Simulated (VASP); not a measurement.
# LiF (I4/mmm) in VASP: further runs, part 2 of 2

VASP 6.6.1. The steps go on from the part before.

### 4 Electric field gradients, LDA (zz strain of +1 %)

INCAR reads:

```
ALGO = Normal ; EDIFF = 1E-8
ENCUT = 650 ; GGA_COMPAT = False
ISIF = 2 ; ISMEAR = -1
LASPH = True ; LCHARG = False
LEFG = True ; LREAL = False
LWAVE = False ; NBANDS = 12
NELM = 120 ; PREC = Accurate
SIGMA = 0.03
```

KPOINTS reads:

```
k-points
0
Gamma
  10 10 10
```

POSCAR reads:

```
LiF
1.0
    0.0000000000      2.0140000000      2.0341400000
    2.0140000000      0.0000000000      2.0341400000
    2.0140000000      2.0140000000      0.0000000000
Li F
1 1
Direct
    0.0000000000      0.0000000000      0.0000000000
    0.5000000000      0.5000000000      0.5000000000
```

Potentials or basis: VASP PAW LDA potentials, release 64 (Li_sv, F).

The run is started by

```sh
> cat potpaw_LDA.64/Li_sv/POTCAR potpaw_LDA.64/F/POTCAR > POTCAR
> mpirun -np 1 vasp_std > vasp.out
```

OUTCAR:

```text
EDIFF = 1E-8
   ENCUT = 650
   ISIF = 2
   ISMEAR = -1
   LASPH = True
   LREAL = False
   NELM = 120
   PREC = Accurate

 ion  position               nearest neighbor table
   1  0.000  0.000  0.000-   2 2.01   2 2.01   2 2.01   2 2.01   2 2.03   2 2.03
   2  0.500  0.500  0.500-   1 2.01   1 2.01   1 2.01   1 2.01   1 2.03   1 2.03

  LATTYP: Found a body centered tetragonal cell.
 ALAT       =     2.8482261146
 C/A-ratio  =     1.4283556980

  Lattice vectors:

 A1 = (  -2.0140000000,   0.0000000000,   2.0341400000)
 A2 = (   2.0140000000,   0.0000000000,   2.0341400000)
 A3 = (   0.0000000000,   2.0140000000,  -2.0341400000)

Analysis of symmetry for initial positions (statically):
=====================================================================
 Subroutine PRICEL returns:
 Original cell was already a primitive cell.

 Routine SETGRP: Setting up the symmetry group for a
 body centered tetragonal supercell.

[... 551 lines left out ...]
     0.000000000  2.014000000  2.034140000    -0.248262165  0.248262165  0.245804124
     2.014000000  0.000000000  2.034140000     0.248262165 -0.248262165  0.245804124
     2.014000000  2.014000000  0.000000000     0.248262165  0.248262165 -0.245804124

 POSITION                                       TOTAL-FORCE (eV/Angst)
 -----------------------------------------------------------------------------------
      0.00000      0.00000      0.00000         0.000000      0.000000      0.000000
      2.01400      2.01400      2.03414        -0.000000     -0.000000      0.000000
 -----------------------------------------------------------------------------------
    total drift:                               -0.000000     -0.000000      0.000000

  FREE ENERGIE OF THE ION-ELECTRON SYSTEM (eV)
  ---------------------------------------------------
  free  energy   TOTEN  =       -10.4683958053 eV

  energy  without entropy=      -10.4683958053  energy(sigma->0) =      -10.46839581

 Electric field gradients (V/A^2)
---------------------------------------------------------------------
 ion       V_xx      V_yy      V_zz      V_xy      V_xz      V_yz
---------------------------------------------------------------------
   1      -0.026    -0.026     0.052    -0.001    -0.001    -0.001
   2      -0.181    -0.181     0.362    -0.000    -0.000    -0.000
---------------------------------------------------------------------

 Electric field gradients after diagonalization (V/A^2)
 (convention: |V_zz| > |V_xx| > |V_yy|)
----------------------------------------------------------------------
 ion       V_xx      V_yy      V_zz     asymmetry (V_yy - V_xx)/ V_zz
----------------------------------------------------------------------
   1      -0.028    -0.025     0.052       0.054
   2      -0.181    -0.181     0.362       0.000
----------------------------------------------------------------------

           NMR quadrupolar parameters

 Cq : quadrupolar parameter    Cq=e*Q*V_zz/h
 eta: asymmetry parameters     (V_yy - V_xx)/ V_zz
 Q  : nuclear electric quadrupole moment in mb (millibarn)
----------------------------------------------------------------------
 ion       Cq(MHz)       eta       Q (mb)
----------------------------------------------------------------------
   1       0.000       0.054       1.000
   2       0.001       0.000       1.000
----------------------------------------------------------------------
```

OSZICAR:

```text
N       E                     dE             d eps       ncg     rms          rms(c)
DAV:   1     0.394555179098E+02    0.39456E+02   -0.62607E+03  2472   0.997E+02
DAV:   2    -0.941928520759E+01   -0.48875E+02   -0.47641E+02  2916   0.208E+02
DAV:   3    -0.109408768373E+02   -0.15216E+01   -0.15157E+01  3172   0.325E+01
DAV:   4    -0.109601568678E+02   -0.19280E-01   -0.19279E-01  2824   0.404E+00
DAV:   5    -0.109603600273E+02   -0.20316E-03   -0.20316E-03  3168   0.323E-01    0.422E+00
DAV:   6    -0.104863667560E+02    0.47399E+00   -0.22970E+00  2712   0.916E+00    0.139E+00
DAV:   7    -0.104743565069E+02    0.12010E-01   -0.15717E-02  3388   0.111E+00    0.803E-01
DAV:   8    -0.104684080086E+02    0.59485E-02   -0.98980E-03  3456   0.106E+00    0.100E-01
DAV:   9    -0.104683793304E+02    0.28678E-04   -0.65862E-04  2756   0.237E-01    0.378E-02
DAV:  10    -0.104683962811E+02   -0.16951E-04   -0.31553E-05  2836   0.408E-02    0.673E-03
DAV:  11    -0.104683958159E+02    0.46524E-06   -0.14379E-06  3128   0.126E-02    0.125E-03
DAV:  12    -0.104683958137E+02    0.21614E-08   -0.28165E-07  3536   0.399E-03    0.681E-04
DAV:  13    -0.104683958053E+02    0.83940E-08   -0.18980E-08  2464   0.116E-03
   1 F= -.10468396E+02 E0= -.10468396E+02  d E =-.978295E-12
```

It took 51 s on 1 thread of Intel Xeon 8259CL, shared host; peak memory 0.11 GiB.

What came out:

```
Free energy                             : -10.4684 eV
Pressure                                : -7.8 GPa
Band gap on the k mesh                  : 8.73 eV
Largest electric field gradient by atom : Li +0.1; F +0.4 V/Å²
```

Stress tensor (GPa, compression positive):
```
-7.59  0.00  0.00
 0.00 -7.59  0.00
 0.00  0.00 -8.13
```

Levels at points of the mesh, in eV from the valence-band top:
```tsv
k point	band 2	band 3	band 4	band 5	band 6	band 7	band 8	band 9
(0.00, 0.00, 0.00)	-19.56	-0.02	-0.02	0.00	8.73	23.17	23.40	23.40
(0.50, 0.00, 0.00)	-19.11	-2.57	-0.25	-0.23	10.31	16.24	18.24	18.42
(0.50, 0.50, 0.00)	-18.84	-3.09	-1.01	-1.01	14.19	16.06	16.98	19.73
(0.50, 0.00, 0.50)	-18.83	-3.08	-1.07	-1.01	14.37	15.93	17.00	19.51
```

Electric field gradients, principal values (V/Å²):
| atom | least | middle | greatest (by size) |
| --- | --- | --- | --- |
| 1 Li | -0.025 | -0.028 | 0.052 |
| 2 F | -0.181 | -0.181 | 0.362 |

Caveat: the cell differs from its parent crystal (zz strain of +1 %); the cell stands under tension; without QUAD_EFG the Cq values of the log hold for a quadrupole moment of 1 mb, not for the nuclei. A k mesh can miss the band edges.

### 5 Electric field gradients, LDA (equal xx and yy strain of +2 %)

INCAR reads:

```
SYSTEM = LiF
PREC     = Accurate       ! precision mode
ENCUT    = 650            ! plane-wave cutoff, eV
EDIFF    = 1E-8           ! SCF threshold, eV
ISMEAR   = -1             ! smearing method
SIGMA    = 0.03           ! smearing width, eV
LREAL    = .FALSE.        ! projectors in reciprocal space
LASPH    = .TRUE.         ! aspherical terms in the spheres
NELM     = 120            ! most SCF steps
ALGO     = Normal         ! electronic algorithm
ISIF     = 2              ! what is computed and relaxed
LWAVE    = .FALSE.        ! write WAVECAR
LCHARG   = .FALSE.        ! write CHGCAR
GGA      = CA             ! functional
LEFG     = .TRUE.       
NBANDS   = 12             ! bands
GGA_COMPAT= .FALSE.
```

KPOINTS reads:

```
regular mesh
0
G
  10 10 10
  0 0 0
```

POSCAR reads:

```
LiF
1.0
    0.0000000000      2.0542800000      2.0140000000
    2.0542800000      0.0000000000      2.0140000000
    2.0542800000      2.0542800000      0.0000000000
Li F
1 1
Direct
    0.0000000000      0.0000000000      0.0000000000
    0.5000000000      0.5000000000      0.5000000000
```

Potentials or basis: VASP PAW LDA potentials, release 64 (Li_sv, F).

The run is started by

```sh
> cat potpaw_LDA.64/Li_sv/POTCAR potpaw_LDA.64/F/POTCAR > POTCAR
> mpirun -np 1 vasp_std > vasp.out
```

OUTCAR:

```text
SYSTEM = LiF
   PREC = Accurate
   ENCUT = 650
   EDIFF = 1E-8
   ISMEAR = -1
   LREAL = .FALSE.
   LASPH = .TRUE.
   NELM = 120
   ISIF = 2
   GGA = CA

 ion  position               nearest neighbor table
   1  0.000  0.000  0.000-   2 2.01   2 2.01   2 2.05   2 2.05   2 2.05   2 2.05
   2  0.500  0.500  0.500-   1 2.01   1 2.01   1 2.05   1 2.05   1 2.05   1 2.05

  LATTYP: Found a body centered tetragonal cell.
 ALAT       =     2.9051906369
 C/A-ratio  =     1.3864838847

  Lattice vectors:

 A1 = (   0.0000000000,  -2.0542800000,  -2.0140000000)
 A2 = (   0.0000000000,   2.0542800000,  -2.0140000000)
 A3 = (   2.0542800000,   0.0000000000,   2.0140000000)

Analysis of symmetry for initial positions (statically):
=====================================================================
 Subroutine PRICEL returns:
 Original cell was already a primitive cell.

 Routine SETGRP: Setting up the symmetry group for a
[... 550 lines left out ...]
  energy-cutoff  :      650.00
  volume of cell :       17.00
      direct lattice vectors                 reciprocal lattice vectors
     0.000000000  2.054280000  2.014000000    -0.243394279  0.243394279  0.248262165
     2.054280000  0.000000000  2.014000000     0.243394279 -0.243394279  0.248262165
     2.054280000  2.054280000  0.000000000     0.243394279  0.243394279 -0.248262165

 POSITION                                       TOTAL-FORCE (eV/Angst)
 -----------------------------------------------------------------------------------
      0.00000      0.00000      0.00000         0.000000     -0.000000     -0.000000
      2.05428      2.05428      2.01400        -0.000000      0.000000      0.000000
 -----------------------------------------------------------------------------------
    total drift:                               -0.000000     -0.000000      0.000000

  FREE ENERGIE OF THE ION-ELECTRON SYSTEM (eV)
  ---------------------------------------------------
  free  energy   TOTEN  =       -10.4440244173 eV

  energy  without entropy=      -10.4440244173  energy(sigma->0) =      -10.44402442

 Electric field gradients (V/A^2)
---------------------------------------------------------------------
 ion       V_xx      V_yy      V_zz      V_xy      V_xz      V_yz
---------------------------------------------------------------------
   1       0.057     0.057    -0.114    -0.002    -0.003    -0.003
   2       0.295     0.295    -0.590    -0.001    -0.001    -0.001
---------------------------------------------------------------------

 Electric field gradients after diagonalization (V/A^2)
 (convention: |V_zz| > |V_xx| > |V_yy|)
----------------------------------------------------------------------
 ion       V_xx      V_yy      V_zz     asymmetry (V_yy - V_xx)/ V_zz
----------------------------------------------------------------------
   1       0.059     0.056    -0.114       0.027
   2       0.296     0.294    -0.590       0.004
----------------------------------------------------------------------

           NMR quadrupolar parameters

 Cq : quadrupolar parameter    Cq=e*Q*V_zz/h
 eta: asymmetry parameters     (V_yy - V_xx)/ V_zz
 Q  : nuclear electric quadrupole moment in mb (millibarn)
----------------------------------------------------------------------
 ion       Cq(MHz)       eta       Q (mb)
----------------------------------------------------------------------
   1      -0.000       0.027       1.000
   2      -0.001       0.004       1.000
----------------------------------------------------------------------
```

OSZICAR:

```text
N       E                     dE             d eps       ncg     rms          rms(c)
DAV:   1     0.359766042325E+02    0.35977E+02   -0.58541E+03  2504   0.977E+02
DAV:   2    -0.957652273033E+01   -0.45553E+02   -0.44482E+02  2988   0.203E+02
DAV:   3    -0.109248049073E+02   -0.13483E+01   -0.13445E+01  3192   0.307E+01
DAV:   4    -0.109390727037E+02   -0.14268E-01   -0.14267E-01  2856   0.339E+00
DAV:   5    -0.109392118997E+02   -0.13920E-03   -0.13919E-03  3220   0.252E-01    0.423E+00
DAV:   6    -0.104627559816E+02    0.47646E+00   -0.23524E+00  2724   0.918E+00    0.141E+00
DAV:   7    -0.104502137175E+02    0.12542E-01   -0.16108E-02  3404   0.112E+00    0.810E-01
DAV:   8    -0.104440348540E+02    0.61789E-02   -0.10363E-02  3444   0.108E+00    0.102E-01
DAV:   9    -0.104440068586E+02    0.27995E-04   -0.66828E-04  2812   0.237E-01    0.384E-02
DAV:  10    -0.104440248902E+02   -0.18032E-04   -0.33471E-05  2828   0.415E-02    0.699E-03
DAV:  11    -0.104440244289E+02    0.46130E-06   -0.15097E-06  3200   0.128E-02    0.129E-03
DAV:  12    -0.104440244260E+02    0.29379E-08   -0.28919E-07  3488   0.408E-03    0.675E-04
DAV:  13    -0.104440244173E+02    0.86843E-08   -0.19194E-08  2452   0.115E-03
   1 F= -.10444024E+02 E0= -.10444024E+02  d E =-.234030E-11
```

Run time: 52 s. Hardware: 1 thread of Intel Xeon 8259CL, shared host; peak memory 0.11 GiB.

What came out:

```yaml
Free_energy: -10.4440 eV
Pressure: -9.2 GPa
Band_gap_on_the_k_mesh: 8.47 eV
Largest_electric_field_gradient_by_atom: Li -0.1; F -0.6 V/Å²
```

Electric field gradients, principal values (V/Å²):
```csv
atom,least,middle,greatest (by size)
1 Li,0.056,0.059,-0.114
2 F,0.294,0.296,-0.590
```

Caveat: the cell differs from its parent crystal (equal xx and yy strain of +2 %); the cell stands under tension; without QUAD_EFG the Cq values of the log hold for a quadrupole moment of 1 mb, not for the nuclei. A k mesh can miss the band edges.

### 6 The runs side by side

```tsv
cell	gap on the mesh (eV)	pressure (GPa)
a = 2.834, b = 2.834, c = 2.820 Å, angles 60.2, 60.2, 59.7°, 2 atoms	9.00	-6.0
a = 2.863, b = 2.863, c = 2.848 Å, angles 60.2, 60.2, 59.7°, 2 atoms	8.73	-7.8
a = 2.877, b = 2.877, c = 2.905 Å, angles 59.7, 59.7, 60.7°, 2 atoms	8.47	-9.2
```

Alike in all rows: task electric field gradients; level LDA; potentials or basis VASP PAW LDA potentials, release 64 (Li_sv, F); no spin polarisation; k mesh 10 × 10 × 10; cutoff (eV) 650; smearing fermi-dirac 0.03 eV.

Caveats: the cell stands under tension.

Total energies depend on the potentials used, so only differences within one code and one set of settings carry meaning.
